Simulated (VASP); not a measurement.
Set up this calculation in VASP 6.6.1, as the native input.

```yaml
Task: single point
Functional: RPBE
Potentials_or_basis: VASP PAW PBE potentials, release 64 (Ta_pv)
Cutoff: 520 eV
k_mesh: 14 × 14 × 14
Occupations: fermi-dirac, width 0.1 eV
Spin: no spin polarisation
Dipole_correction: no
Further_INCAR_settings: ALGO = Normal; EDIFF = 1e-07; NBANDS = 18
```

The structure of Ta lies in POSCAR:

```
Ta
1.0
   -3.5380720245      3.5379564970      1.4547618579
    3.5379564970     -3.5380720245      1.4547618579
    1.8477654046      1.8477654046     -1.4549734467
Ta
2
Direct
    0.9999356378      0.0000643622      1.0000000000
    0.7500643622      0.2499356378      0.5000000000
```

These files were run (other wordings do the same):

INCAR

```
SYSTEM = Ta
PREC = Accurate ; ENCUT = 520
EDIFF = 1E-7 ; ISMEAR = -1
SIGMA = 0.1 ; LREAL = .FALSE.
LASPH = .TRUE. ; NELM = 60
ALGO = Normal ; ISIF = 2
LWAVE = .FALSE. ; LCHARG = .FALSE.
GGA = RP ; NBANDS = 18
```

KPOINTS

```
regular mesh
0
G
  14 14 14
  0 0 0
```

Potentials or basis: VASP PAW PBE potentials, release 64 (Ta_pv).

Command:

```bash
$ cat potpaw_PBE.64/Ta_pv/POTCAR > POTCAR
$ mpirun -np 1 vasp_std > vasp.out
```

It gave:

```yaml
Pressure: -0.1 GPa
Largest_force: 0.012 eV/Å
Band_gap_on_the_k_mesh: zero (band 11 reaches 6.87 eV, above the bottom of band 12 at 4.43 eV)
```

Caveat: the PAW data sets were made with another functional, which shifts forces and pressure a little; spin-orbit coupling is left out, which moves the levels of the heavy elements.

It took 20 min on 1 thread of AMD EPYC 7R43 64-Core Processor (Zen 3), on a shared host, peak memory 0.47 GiB.
